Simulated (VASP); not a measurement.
Crystal: Al2Cu.

```
CELL_PARAMETERS angstrom
4.10518 0.00000 0.00000
0.00000 4.10518 0.00000
0.00000 0.00000 2.89131
ATOMIC_POSITIONS crystal
Al 0.50000 0.00000 0.50000
Al 0.00000 0.50000 0.50000
Cu 0.00000 0.00000 0.00000
```

Base run:

- Program: VASP 6.6.1
- Functional: r2SCAN
- Potentials or basis: VASP PAW PBE potentials, release 64 (Al, Cu)
- Cutoff: 520 eV
- k mesh: 10 × 10 × 14
- Occupations: fermi-dirac, width 0.3 eV
- Spin: no spin polarisation

Its results: band gap on the k mesh zero (an odd number of electrons rules out a gap without spin polarisation); pressure -1.8 GPa.

Task: The run is repeated on the same cell with these changes: occupations from fermi-dirac, width 0.3 eV to methfessel-paxton, width 0.01 eV. What comes out?

Result: Band gap on the k mesh zero (an odd number of electrons rules out a gap without spin polarisation); pressure -2.3 GPa.

Caveats: the PAW data sets were made with another functional, which shifts forces and pressure a little; so wide a smearing shifts energies and pressures (at least some runs).
